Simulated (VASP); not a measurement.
# Si3Ru (P4/mmm) in VASP: notebook

Runs on Si3Ru. Level: PBE. Tasks: single point, relaxation of cell and atoms.

All numbers are computed with VASP 6.6.1; they aren't measurements. Logs are shortened: lines on timing, memory, paths and dates and some standing lists are left out, and cuts for length are marked.

## (1) The cell of the first run

The structure is tetragonal, space group P4/mmm (No. 123). Conventional cell: a = 2.850 Å, b = 2.850 Å, c = 6.909 Å, α = 90.00°, β = 90.00°, γ = 90.00°. Si (site symmetry 4mm) has 4 Ru at 2.52 Å and 9 Si at 2.79 to 3.03 Å within 3.3 Å. Si (site symmetry 4/mmm) has 12 Si at 2.79 to 2.85 Å and 2 Ru at 3.45 Å within 3.7 Å. Within 3.3 Å of Ru (site symmetry 4/mmm) lie 8 Si at 2.52 Å and 4 Ru at 2.85 Å.

## (2) Single point, PBE

Contents of INCAR:

```
PREC = Accurate
ENCUT = 520
EDIFF = 1E-6
ISMEAR = 0
SIGMA = 0.1
LREAL = False
LASPH = True
NELM = 60
ALGO = Normal
ISIF = 2
LWAVE = False
LCHARG = True
GGA = PE
LELF = True
LVHAR = True
NBANDS = 21
```

Contents of KPOINTS:

```
Automatic mesh
0
Gamma
  16 16 8
```

Contents of POSCAR:

```
Si3Ru
1.0
    2.8497970512      0.0000000000      0.0000000000
    0.0000000000      2.8497970512      0.0000000000
    0.0000000000      0.0000000000      6.9085597923
Si Ru
3 1
Direct
    0.5000000000      0.5000000000      0.7803488587
    0.0000000000      0.0000000000      0.5000000000
    0.5000000000      0.5000000000      0.2196511413
    0.0000000000      0.0000000000      0.0000000000
```

Potentials or basis: VASP PAW PBE potentials, release 64 (Si, Ru_pv).

The run is started by

```bash
$ cat potpaw_PBE.64/Si/POTCAR potpaw_PBE.64/Ru_pv/POTCAR > POTCAR
$ mpirun -np 1 vasp_std > vasp.out
```

OUTCAR:

```text
PREC = Accurate
   ENCUT = 520
   EDIFF = 1E-6
   ISMEAR = 0
   LREAL = False
   LASPH = True
   NELM = 60
   ISIF = 2
   GGA = PE

 ion  position               nearest neighbor table
   1  0.500  0.500  0.780-   4 2.52   4 2.52   4 2.52   4 2.52   2 2.79   2 2.79   2 2.79   2 2.79
                             3 3.03
   2  0.000  0.000  0.500-   1 2.79   3 2.79   1 2.79   3 2.79   1 2.79   3 2.79   1 2.79   3 2.79

   3  0.500  0.500  0.220-   4 2.52   4 2.52   4 2.52   4 2.52   2 2.79   2 2.79   2 2.79   2 2.79
                             1 3.03
   4  0.000  0.000  0.000-   1 2.52   3 2.52   1 2.52   3 2.52   1 2.52   3 2.52   1 2.52   3 2.52

  LATTYP: Found a simple tetragonal cell.
 ALAT       =     2.8497970512
 C/A-ratio  =     2.4242286971

  Lattice vectors:

 A1 = (   2.8497970512,   0.0000000000,   0.0000000000)
 A2 = (   0.0000000000,   2.8497970512,   0.0000000000)
 A3 = (   0.0000000000,   0.0000000000,   6.9085597923)

Analysis of symmetry for initial positions (statically):
=====================================================================
 Subroutine PRICEL returns:
 Original cell was already a primitive cell.

 Routine SETGRP: Setting up the symmetry group for a
 simple tetragonal supercell.

 Subroutine GETGRP returns: Found 16 space group operations
 (whereof 16 operations were pure point group operations)
 out of a pool of 16 trial point group operations.

The static configuration has the point symmetry D_4h.

Analysis of symmetry for dynamics (positions and initial velocities):
=====================================================================
 Subroutine PRICEL returns:
 Original cell was already a primitive cell.

 Routine SETGRP: Setting up the symmetry group for a
 simple tetragonal supercell.

 Subroutine GETGRP returns: Found 16 space group operations
 (whereof 16 operations were pure point group operations)
 out of a pool of 16 trial point group operations.

The dynamic configuration has the point symmetry D_4h.

 Subroutine INISYM returns: Found 16 space group operations
 (whereof 16 operations are pure point group operations),
 and found     1 'primitive' translations

----------------------------------------------------------------------------------------

                                     Primitive cell

  volume of cell :      56.1068

  direct lattice vectors                    reciprocal lattice vectors
     2.849797051  0.000000000  0.000000000     0.350902181  0.000000000  0.000000000
     0.000000000  2.849797051  0.000000000     0.000000000  0.350902181  0.000000000
     0.000000000  0.000000000  6.908559792     0.000000000  0.000000000  0.144747969

  length of vectors
     2.849797051  2.849797051  6.908559792     0.350902181  0.350902181  0.144747969

  position of ions in fractional coordinates (direct lattice)
     0.500000000  0.500000000  0.780348859
     0.000000000  0.000000000  0.500000000
     0.500000000  0.500000000  0.219651141
     0.000000000  0.000000000  0.000000000

  ion indices of the primitive-cell ions
   primitive index   ion index
                 1           1
                 2           2
                 3           3
                 4           4

----------------------------------------------------------------------------------------

 KPOINTS: Automatic mesh

Automatic generation of k-mesh.
 Grid dimensions read from file:
 generate k-points for:   16   16    8

 Generating k-lattice:

  Cartesian coordinates                     Fractional coordinates (reciprocal lattice)
     0.021931386  0.000000000  0.000000000     0.062500000  0.000000000  0.000000000
     0.000000000  0.021931386  0.000000000     0.000000000  0.062500000  0.000000000
     0.000000000  0.000000000  0.018093496     0.000000000  0.000000000  0.125000000

  Length of vectors
     0.021931386  0.021931386  0.018093496

  Shift w.r.t. Gamma in fractional coordinates (k-lattice)
     0.000000000  0.000000000  0.000000000

 Subroutine IBZKPT returns following result:
 ===========================================

 Found    225 irreducible k-points:

 Following reciprocal coordinates:
            Coordinates               Weight
  0.000000  0.000000  0.000000      1.000000
  0.062500  0.000000  0.000000      4.000000
  0.125000  0.000000  0.000000      4.000000
  0.187500  0.000000  0.000000      4.000000
  0.250000  0.000000  0.000000      4.000000
  0.312500  0.000000  0.000000      4.000000
[... 16 lines left out ...]
  0.437500  0.125000  0.000000      8.000000
  0.500000  0.125000  0.000000      4.000000
 [... further k-points ...]
   k-points           NKPTS =    225   k-points in BZ     NKDIM =    225   number of bands    NBANDS=     21
   number of dos      NEDOS =    301   number of ions     NIONS =      4
   total plane-waves  NPLWV =  31104
   dimension x,y,z NGX =    24 NGY =   24 NGZ =   54
   dimension x,y,z NGXF=    48 NGYF=   48 NGZF=  108
   ions per type =               3   1
   NGX,Y,Z   is equivalent  to a cutoff of  14.00, 14.00, 12.99 a.u.
   NGXF,Y,Z  is equivalent  to a cutoff of  28.00, 28.00, 25.99 a.u.
 SYSTEM =  unknown system
   PREC   = accura    normal or accurate (medium, high low for compatibility)
   ISTART =      0    job   : 0-new  1-cont  2-samecut
   ICHARG =      2    charge: 1-file 2-atom 10-const
   ISPIN  =      1    spin polarized calculation?
   LNONCOLLINEAR =      F non collinear calculations
   LSORBIT =      F    spin-orbit coupling
   LASPH  =      T    aspherical Exc in radial PAW
   ENCUT  =  520.0 eV  38.22 Ry    6.18 a.u.   5.30  5.30 12.85*2*pi/ulx,y,z
   NELM   =     60;   NELMIN=  2; NELMDL= -5     # of ELM steps
   EDIFF  = 0.1E-05   stopping-criterion for ELM
   LREAL  =      F    real-space projection
   EDIFFG = 0.1E-04   stopping-criterion for IOM
   NSW    =      0    number of steps for IOM
   IBRION =     -1    ionic relax: 0-MD 1-quasi-New 2-CG
   NFREE  =      0    steps in history (QN), initial steepest desc. (CG)
   ISIF   =      2    stress and relaxation
   ISYM   =      2    0-nonsym 1-usesym 2-fastsym
   POTIM  = 0.5000    time-step for ionic-motion
   TEBEG  =    0.0;   TEEND  =   0.0 temperature during run
   PSTRESS=    0.0 pullay stress
   NELECT =      26.0000    total number of electrons
   NUPDOWN=      -1.0000    fix difference up-down
   EMIN   =  10.00;   EMAX   =-10.00  energy-range for DOS
   EFERMI =   0.00;   METHOD = LEGACY
   ISMEAR =     0;   SIGMA  =   0.10  broadening in eV -4-tet -1-fermi 0-gaus
   EFERMI_NEDOS =   21; number of points for ismear=-14 and -15
   IALGO  =     38    algorithm
   IMIX   =      4    mixing-type and parameters
     AMIX     =   0.40;   BMIX     =  1.00
     AMIX_MAG =   1.60;   BMIX_MAG =  1.00
  volume/ion in A,a.u.               =      14.03        94.66
  Fermi-wavevector in a.u.,A,eV,Ry     =   1.266857  2.394012 21.836342  1.604926
  Thomas-Fermi vector in A             =   2.400035
   LORBIT       =      0    0 simple, 1 ext, 2 COOP (PROOUT), +10 PAW based schemes
   GGA     = PE    functional components
   LHFCALC =     F    Hartree Fock is set to
   AEXX    =    0.0000 exact exchange contribution
   IVDW    =     0    specifies the selected vdW correction
   LEPSILON=     F    determine dielectric tensor
   LRPA    =     F    only Hartree local field effects (RPA)
 non-spin polarized calculation
 Gauss-broadening in eV      SIGMA  =   0.10
  energy-cutoff  :      520.00
  volume of cell :       56.11
 maximum number of plane-waves:      1552
 NGX is ok and might be reduce to    24
   NGX = 11   NGY = 11   NGZ = 25

 number of electron      26.0000006 magnetization

 Free energy of the ion-electron system (eV)
  ---------------------------------------------------
  ext. energy  EPLUGINS =         0.00000000
  ---------------------------------------------------
  free energy    TOTEN  =       -25.52829866 eV

  energy without entropy =      -25.52128636  energy(sigma->0) =      -25.52479251

 E-fermi :  10.8197     XC(G=0): -11.9282

 val. band max:       10.8190790229   @ k =   0.4375   0.2500   0.3750
 cond. band min:      10.8209276178   @ k =   0.5000   0.3125   0.0000
 fundamental gap:      0.0018485948
 Fermi energy:        10.8197480970

 k-point     1 :       0.0000    0.0000    0.0000
  band No.  band energies     occupation
      1     -31.8532      2.00000
      2     -31.7435      2.00000
      3     -31.7435      2.00000
      4      -2.5290      2.00000
      5       0.2648      2.00000
      6       1.1559      2.00000
[... 13 lines left out ...]
     20      17.5414      0.00000
     21      17.5414      0.00000

 k-point     2 :       0.0625    0.0000    0.0000
  band No.  band energies     occupation
      1     -31.8517      2.00000
      2     -31.7568      2.00000
      3     -31.7424      2.00000
      4      -2.4564      2.00000
      5       0.3176      2.00000
      6       1.2351      2.00000
[... 13 lines left out ...]
     20      17.6726      0.00000
     21      17.9160      0.00000

 k-point     3 :       0.1250    0.0000    0.0000
  band No.  band energies     occupation
      1     -31.8472      2.00000
      2     -31.7945      2.00000
      3     -31.7390      2.00000
      4      -2.2394      2.00000
      5       0.4739      2.00000
      6       1.4691      2.00000
[... 13 lines left out ...]
     20      18.0378      0.00000
     21      18.2610      0.00000

 k-point     4 :       0.1875    0.0000    0.0000
  band No.  band energies     occupation
      1     -31.8506      2.00000
      2     -31.8406      2.00000
      3     -31.7340      2.00000
      4      -1.8806      2.00000
      5       0.7275      2.00000
      6       1.8480      2.00000
[... 13 lines left out ...]
     20      18.5656      0.00000
     21      18.6354      0.00000

 k-point     5 :       0.2500    0.0000    0.0000
  band No.  band energies     occupation
      1     -31.9162      2.00000
      2     -31.8328      2.00000
      3     -31.7281      2.00000
      4      -1.3838      2.00000
      5       1.0657      2.00000
      6       2.3539      2.00000
[... 13 lines left out ...]
     20      18.8666      0.00000
     21      19.1550      0.00000

 k-point     6 :       0.3125    0.0000    0.0000
  band No.  band energies     occupation
      1     -31.9813      2.00000
      2     -31.8250      2.00000
      3     -31.7221      2.00000
      4      -0.7537      2.00000
      5       1.4649      2.00000
      6       2.9511      2.00000
[... 13 lines left out ...]
     20      18.5239      0.00000
     21      19.6203      0.00000

 k-point     7 :       0.3750    0.0000    0.0000
  band No.  band energies     occupation
      1     -32.0361      2.00000
      2     -31.8183      2.00000
      3     -31.7171      2.00000
      4       0.0042      2.00000
      5       1.8803      2.00000
      6       3.4543      2.00000
[... 13 lines left out ...]
     20      18.4909      0.00000
     21      19.5618      0.00000
[... 291 lines left out ...]
      1     -31.9107      2.00000
      2     -31.8271      2.00000
      3     -31.7779      2.00000
      4      -1.1062      2.00000
      5       1.2823      2.00000
      6       2.6054      2.00000
[... 13 lines left out ...]
     20      18.9029      0.00000
     21      20.3936      0.00000

 k-point    21 :       0.3125    0.1250    0.0000
  band No.  band energies     occupation
      1     -31.9754      2.00000
      2     -31.8193      2.00000
      3     -31.7716      2.00000
      4      -0.4831      2.00000
      5       1.6869      2.00000
      6       3.1493      2.00000
[... 13 lines left out ...]
     20      18.0872      0.00000
     21      19.4579      0.00000

 k-point    22 :       0.3750    0.1250    0.0000
  band No.  band energies     occupation
      1     -32.0297      2.00000
      2     -31.8128      2.00000
      3     -31.7662      2.00000
      4       0.2651      2.00000
      5       2.1105      2.00000
      6       3.5655      2.00000
[... 13 lines left out ...]
     20      17.5194      0.00000
     21      19.0086      0.00000

 k-point    23 :       0.4375    0.1250    0.0000
  band No.  band energies     occupation
      1     -32.0659      2.00000
      2     -31.8084      2.00000
      3     -31.7626      2.00000
      4       1.1269      2.00000
      5       2.4674      2.00000
      6       3.0795      2.00000
[... 13 lines left out ...]
     20      17.4729      0.00000
     21      18.9196      0.00000

 k-point    24 :       0.5000    0.1250    0.0000
  band No.  band energies     occupation
      1     -32.0785      2.00000
      2     -31.8068      2.00000
      3     -31.7613      2.00000
      4       1.9762      2.00000
      5       2.2121      2.00000
      6       2.6167      2.00000
[... 13 lines left out ...]
     20      17.5886      0.00000
     21      18.8834      0.00000

 [... further k-points ...]
[... 5 lines left out ...]
  --------------------------------------------------------------------------------------
  -------------------------------------------------------------------------------------
  Total        0.0120215      0.0120215     -0.0125168      0.0000000      0.0000000      0.0000000
  in kB        0.3432834      0.3432834     -0.3574290      0.0000000      0.0000000      0.0000000
  external PRESSURE =       0.1097126 kB  Pullay stress =       0.0000000 kB

 VOLUME and BASIS-vectors are now :
 -----------------------------------------------------------------------------
  energy-cutoff  :      520.00
  volume of cell :       56.11
      direct lattice vectors                 reciprocal lattice vectors
     2.849797051  0.000000000  0.000000000     0.350902181  0.000000000  0.000000000
     0.000000000  2.849797051  0.000000000     0.000000000  0.350902181  0.000000000
     0.000000000  0.000000000  6.908559792     0.000000000  0.000000000  0.144747969

 POSITION                                       TOTAL-FORCE (eV/Angst)
 -----------------------------------------------------------------------------------
      1.42490      1.42490      5.39109        -0.000000      0.000000      0.006091
      0.00000      0.00000      3.45428         0.000000      0.000000      0.000000
      1.42490      1.42490      1.51747         0.000000     -0.000000     -0.006091
      0.00000      0.00000      0.00000         0.000000      0.000000      0.000000
 -----------------------------------------------------------------------------------
    total drift:                               -0.000000      0.000000     -0.000000

  FREE ENERGIE OF THE ION-ELECTRON SYSTEM (eV)
  ---------------------------------------------------
  free  energy   TOTEN  =       -25.5282986630 eV

  energy  without entropy=      -25.5212863595  energy(sigma->0) =      -25.52479251
```

Wall time 5 min (1 thread of Intel Xeon Platinum 8488C (Sapphire Rapids), shared host); peak memory 0.35 GiB.

Results:

```yaml
Free_energy: -25.5283 eV
Pressure: 0.0 GPa
Largest_force: 0.006 eV/Å
Band_gap_on_the_k_mesh: zero (band 13 reaches 14.64 eV, above the bottom of band 14 at 9.27 eV)
```

Forces in eV/Å, atoms in the order of the input:
```
Si   0.000  0.000  0.006
Si   0.000  0.000  0.000
Si   0.000  0.000 -0.006
Ru   0.000  0.000  0.000
```

Levels at points of the mesh, in eV from the Fermi level:
| k point | band 9 | band 10 | band 11 | band 12 | band 13 | band 14 | band 15 | band 16 | band 17 | band 18 |
| --- | --- | --- | --- | --- | --- | --- | --- | --- | --- | --- |
| (0.00, 0.00, 0.00) | -1.85 | -1.85 | -1.84 | -0.19 | 2.70 | 2.93 | 2.93 | 5.40 | 6.28 | 6.67 |
| (0.50, 0.00, 0.00) | -5.20 | -2.63 | -2.43 | -2.00 | -1.12 | 1.88 | 2.87 | 3.06 | 6.02 | 6.77 |
| (0.50, 0.50, 0.00) | -4.56 | -2.94 | -2.72 | -1.05 | -0.49 | -0.49 | -0.40 | 1.21 | 1.21 | 1.30 |
| (0.00, 0.00, 0.50) | -1.87 | -1.87 | -1.58 | -0.19 | 3.82 | 3.82 | 4.16 | 4.16 | 4.40 | 4.79 |
| (0.50, 0.00, 0.50) | -3.90 | -2.42 | -2.03 | -1.79 | -1.13 | 0.23 | 2.54 | 2.78 | 6.61 | 7.01 |
| (0.50, 0.50, 0.50) | -3.27 | -3.27 | -2.82 | -2.67 | -2.67 | -0.63 | 1.30 | 1.50 | 1.92 | 4.06 |

## (3) Relaxation of cell and atoms, PBE

This run uses another cell than the first one, of 14.00 Å³/atom, 0.998 times its volume.

Contents of INCAR:

```
PREC = Accurate ; ENCUT = 600
EDIFF = 1E-6 ; ISMEAR = 0
SIGMA = 0.1 ; LREAL = False
LASPH = True ; NELM = 100
ALGO = Normal ; ISIF = 3
LWAVE = False ; LCHARG = False
GGA = PE ; IBRION = 2
NSW = 100 ; EDIFFG = -0.01
```

Contents of KPOINTS:

```
regular mesh
0
Gamma
  16 16 8
```

Contents of POSCAR:

```
Si3Ru
1.0
    2.8591701713      0.0000000000      0.0000000000
    0.0000000000      2.8591701713      0.0000000000
    0.0000000000      0.0000000000      6.8490297209
Si Ru
3 1
Direct
    0.5000000000      0.5000000000      0.7794462784
    0.0000000000      0.0000000000      0.5000000000
    0.5000000000      0.5000000000      0.2205537216
    0.0000000000      0.0000000000      0.0000000000
```

Potentials or basis: VASP PAW PBE potentials, release 64 (Si, Ru_pv).

The run is started by

```bash
$ cat potpaw_PBE.64/Si/POTCAR potpaw_PBE.64/Ru_pv/POTCAR > POTCAR
$ mpirun -np 1 vasp_std > vasp.out
```

Run time: 16 min. Hardware: 1 thread of Intel Xeon Platinum 8488C (Sapphire Rapids), shared host; peak memory 0.38 GiB.

It converged, with:

```yaml
Free_energy: -25.5285 eV
Relaxed_volume: 14.04 Å³/atom
Relaxed_cell: a = 2.851 Å, b = 2.851 Å, c = 6.909 Å, α = 90.00°, β = 90.00°, γ = 90.00°
Space_group_after_relaxing_to_0.05_Å: P4/mmm (No. 123)
Energy_gained_by_relaxing: 0.7 meV/atom
Ionic_steps: 7
Pressure_after_relaxing: -0.1 GPa
Band_gap_on_the_k_mesh: zero (band 13 reaches 14.63 eV, above the bottom of band 14 at 9.26 eV)
```

Forces on the atoms (eV/Å):
```
Si   0.000  0.000 -0.002
Si   0.000  0.000  0.000
Si   0.000  0.000  0.002
Ru   0.000  0.000  0.000
```

The path:
```
step  energy change (eV)  largest force (eV/Å)  pressure (GPa)  volume (Å³)
   1              0.0000                0.0329            0.07        55.99
   2             -0.0023                0.0460            0.01        56.04
   3             -0.0026                0.0517           -0.04        56.06
   4             -0.0026                0.0512           -0.05        56.06
   5             -0.0027                0.0081            0.20        56.02
   6             -0.0027                0.0077            0.19        56.02
   7             -0.0028                0.0024           -0.07        56.15
```

Final structure:
```xyz
4
Lattice="2.8508 0.0000 0.0000 0.0000 2.8508 0.0000 0.0000 0.0000 6.9089" Properties=species:S:1:pos:R:3 pbc="T T T"
Si    1.4254    1.4254    5.3924
Si    0.0000    0.0000    3.4545
Si    1.4254    1.4254    1.5165
Ru    0.0000    0.0000    6.9089
```

Levels at points of the mesh, in eV from the Fermi level:
| k point | band 11 | band 12 | band 13 | band 14 | band 15 | band 16 |
| --- | --- | --- | --- | --- | --- | --- |
| (0.00, 0.00, 0.00) | -1.83 | -0.19 | 2.70 | 2.92 | 2.92 | 5.40 |
| (0.50, 0.00, 0.00) | -2.43 | -2.00 | -1.13 | 1.87 | 2.88 | 3.06 |
| (0.50, 0.50, 0.00) | -2.72 | -1.05 | -0.49 | -0.49 | -0.39 | 1.22 |
| (0.00, 0.00, 0.50) | -1.58 | -0.19 | 3.82 | 3.82 | 4.15 | 4.15 |
| (0.50, 0.00, 0.50) | -2.03 | -1.79 | -1.13 | 0.23 | 2.53 | 2.77 |
| (0.50, 0.50, 0.50) | -2.82 | -2.66 | -2.66 | -0.63 | 1.29 | 1.50 |
